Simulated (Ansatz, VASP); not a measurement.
Two plane-wave programs on Si2W

```xyz
9
Lattice="4.5662 0.0000 0.0000 -2.2831 3.9544 0.0000 0.0000 0.0000 6.7881" Properties=species:S:1:pos:R:3 pbc="T T T"
Si    2.2831    2.4622    3.3940
Si   -0.9908    3.2083    5.6567
Si    0.9908    3.2083    1.1313
Si    0.0000    1.4922    3.3940
Si    3.2738    0.7461    5.6567
Si    1.2923    0.7461    1.1313
W    -1.1415    1.9772    1.1313
W     1.1415    1.9772    5.6567
W     2.2831    0.0000    3.3940
```

Alike in both runs: task single point; functional PBE; k mesh 9 × 9 × 6; occupations gaussian, width 0.03 eV; no spin polarisation.

|  | VASP | Ansatz |
| --- | --- | --- |
| version | VASP 6.6.1 | Ansatz 0.2.0 |
| potentials or method | VASP PAW PBE potentials, release 64 (Si, W_sv), cutoff 520 eV | scalar-relativistic, plane waves, PAW |
| valence electrons in the cell | 66 | 66 |

VASP gave:

* gap on the k mesh at the Fermi level (eV): 0.40
* least direct gap on the mesh (eV): 0.76
* pressure (GPa): 6.2
* traceless stress, the component that is largest in VASP (GPa): -6.99
* rms of the force components (eV/Å): 1.424

Which values does Ansatz return?

gap on the k mesh at the Fermi level (eV): 0.40; least direct gap on the mesh (eV): 0.76; pressure (GPa): 6.2; traceless stress, the component that is largest in VASP (GPa): -7.02; rms of the force components (eV/Å): 1.424.

Atom by atom the forces differ by 0.000 eV/Å (rms over components).

Neither program's run includes spin-orbit coupling.
